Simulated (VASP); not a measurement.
Input of a VASP 6.6.1 run:

File INCAR:

```
ALGO = Normal
EDIFF = 1E-6
ENCUT = 520
GGA = PE
ISIF = 2
ISMEAR = 0
IVDW = 12
LASPH = True
LCHARG = False
LREAL = False
LWAVE = False
NBANDS = 16
NELM = 60
PREC = Accurate
SIGMA = 0.05
```

KPOINTS

```
k-points
0
Gamma
  12 12 4
```

File POSCAR:

```
BN
1.0
    2.5061233057      0.0000000000      0.0000000000
   -1.2530616528      2.1703664477      0.0000000000
    0.0000000000      0.0000000000      6.5973571420
B N
2 2
Direct
   -0.0221160809     -0.0442321619      0.4708974373
    0.3333333333      0.6666666667      0.0000000000
    0.0000000000      0.0000000000      0.0000000000
    0.6666666667      0.3333333333      0.5000000000
```

Potentials or basis: VASP PAW PBE potentials, release 64 (B, N).

The run is started by

```bash
$ cat potpaw_PBE.64/B/POTCAR potpaw_PBE.64/N/POTCAR > POTCAR
$ mpirun -np 1 vasp_std > vasp.out
```

Estimate the pressure.

0.7 GPa.

Predict the largest force.

4.867 eV/Å.

What does it give for the dispersion energy per atom?

-0.142 eV.

Stress tensor (GPa, compression positive):
```
-3.06  0.00  0.00
 0.00  7.72 -3.60
 0.00 -3.60 -2.56
```

Caveat: the cell differs from its parent crystal (atom 1 (B) moved by -0.096 Å along [1 2 0] and -0.192 Å along [0 0 1]); forces of over 1 eV/Å act on the atoms, so gaps and moduli don't describe the material at rest.
